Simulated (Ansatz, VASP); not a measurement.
## Two plane-wave programs on SnPb2Se3

```
CELL_PARAMETERS angstrom
4.35175 0.00000 0.00000
-2.17588 3.76873 0.00000
0.00000 0.00000 10.65957
ATOMIC_POSITIONS crystal
Sn 0.00000 0.00000 0.50000
Pb 0.66667 0.33333 0.83333
Pb 0.33333 0.66667 0.16667
Se 0.00000 0.00000 0.00000
Se 0.66667 0.33333 0.33333
Se 0.33333 0.66667 0.66667
```

Alike in both runs: task single point; functional PBE; k mesh 6 × 6 × 2; occupations gaussian, width 0.1 eV; no spin polarisation.

|  | VASP | Ansatz |
| --- | --- | --- |
| version | VASP 6.6.1 | Ansatz 0.2.0 |
| potentials or method | VASP PAW PBE potentials, release 64 (Sn_d, Pb_d, Se), cutoff 520 eV | scalar-relativistic, plane waves, PAW |
| valence electrons in the cell | 60 | 90 |

```csv
,VASP,Ansatz,Ansatz less VASP
gap on the k mesh at the Fermi level (eV),0.11,0.11,-0.003
least direct gap on the mesh (eV),0.11,0.11,-0.003
pressure (GPa),0.3,0.4,+0.02
rms of the force components (eV/Å),0.099,0.099,+0.0002
```

Atom by atom the forces differ by 0.000 eV/Å (rms over components). With one functional, cell and mesh, what is left measures potentials, basis and numerics. VASP's potentials hold 60 valence electrons a cell and Ansatz's 90, so a difference there can come from the potentials and not from the codes.

Neither program's run includes spin-orbit coupling.
